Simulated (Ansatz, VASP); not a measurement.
**BaHfO3: VASP beside Ansatz**

INCAR

```
PREC = Accurate ; ENCUT = 520
EDIFF = 1E-6 ; ISMEAR = 0
SIGMA = 0.01 ; LREAL = False
LASPH = True ; NELM = 60
ALGO = Normal ; ISIF = 2
LWAVE = False ; LCHARG = False
GGA = PE ; NBANDS = 27
```

Contents of KPOINTS:

```
Automatic mesh
0
Gamma
  4 4 4
```

Contents of POSCAR:

```
BaHfO3
1.0
    4.1695700000      0.0000000000      0.0000000000
    0.0000000000      4.1695700000      0.0000000000
    0.0000000000      0.0000000000      4.1703800000
Ba Hf O
1 1 3
Direct
    0.4781582666      0.5149356590      1.0194437907
   -0.0182175486      0.0116851671      0.5156786293
   -0.0132705995      0.5159106866      0.5158269709
    0.4787371543      0.0107462008      0.5075385350
   -0.0256129620      0.0146016737      1.0165582510
```

Input for Ansatz:

```yaml
crystal:
  lattice:
    - [4.16957, 0.0, 0.0]
    - [0.0, 4.16957, 0.0]
    - [0.0, 0.0, 4.17038]
  atoms:
    - { symbol: Ba, position: [0.4781582666439272, 0.5149356589821006, 1.019443790652079] }
    - { symbol: Hf, position: [-0.01821754860382045, 0.011685167081489898, 0.5156786293112441] }
    - { symbol: O, position: [-0.013270599504388048, 0.5159106866338322, 0.5158269708967721] }
    - { symbol: O, position: [0.47873715427513774, 0.010746200807863012, 0.5075385349673172] }
    - { symbol: O, position: [-0.02561296195705039, 0.014601673730429981, 1.0165582509809525] }
basis:
  ecutwfc: 489.804952427784
kpoints:
  mp_grid:
    grid: [4, 4, 4]
hamiltonian:
  xc: pbe
  pseudopotentials:
    kind: paw
scf:
  occupations:
    method: fixed
output:
  forces: true
```

Alike in both runs: task single point; functional PBE; k mesh 4 × 4 × 4; no spin polarisation.

|  | VASP | Ansatz |
| --- | --- | --- |
| version | VASP 6.6.1 | Ansatz 0.2.0 |
| potentials or method | VASP PAW PBE potentials, release 64 (Ba_sv, Hf_pv, O), cutoff 520 eV | plane waves, PAW |
| occupations | gaussian, width 0.01 eV | fixed |
| valence electrons in the cell | 38 | 54 |

```tsv
	VASP	Ansatz	Ansatz less VASP
rms of the force components (eV/Å)	0.102	0.102	-0.0006
```

Atom by atom the forces differ by 0.008 eV/Å (rms over components). VASP's potentials hold 38 valence electrons a cell and Ansatz's 54, so a difference there can come from the potentials and not from the codes.

Neither program's run includes spin-orbit coupling.
